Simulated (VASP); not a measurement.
A run of VASP 6.6.1 is set up as follows.

Contents of INCAR:

```
SYSTEM = Co
  PREC = Accurate
  ENCUT = 520
  EDIFF = 1E-6
  ISMEAR = -1
  SIGMA = 0.05
  LREAL = .FALSE.
  LASPH = .TRUE.
  NELM = 150
  ALGO = Normal
  ISIF = 2
  LWAVE = .FALSE.
  LCHARG = .FALSE.
  ISPIN = 2
  MAGMOM = 1.7 1.7
  LORBIT = 11
  LMAXMIX = 4
  GGA = PE
  NBANDS = 20
```

KPOINTS

```
regular mesh
0
G
  17 17 10
  0 0 0
```

POSCAR

```
Co
1.0
    2.4955665827      0.0000000000      0.0000000000
   -1.2477832914      2.1612240575      0.0000000000
    0.0000000000      0.0000000000      4.0300996499
Co
2
Direct
    0.3333333333      0.6666666667      0.2500000000
    0.6666666667      0.3333333333      0.7500000000
```

Potentials or basis: VASP PAW PBE potentials, release 64 (Co).

Command:

```sh
$ cat potpaw_PBE.64/Co/POTCAR > POTCAR
$ mpirun -np 1 vasp_std > vasp.out
```

**Question.** Estimate the net moment.

**Answer.** 3.23 μB per cell.

**Question.** Predict the site moments.

**Answer.** Co +1.63 μB.

**Question.** Predict the pressure.

**Answer.** -0.8 GPa.

Stress tensor (GPa, compression positive):
```
-0.72  0.00  0.00
 0.00 -0.72  0.00
 0.00  0.00 -0.91
```
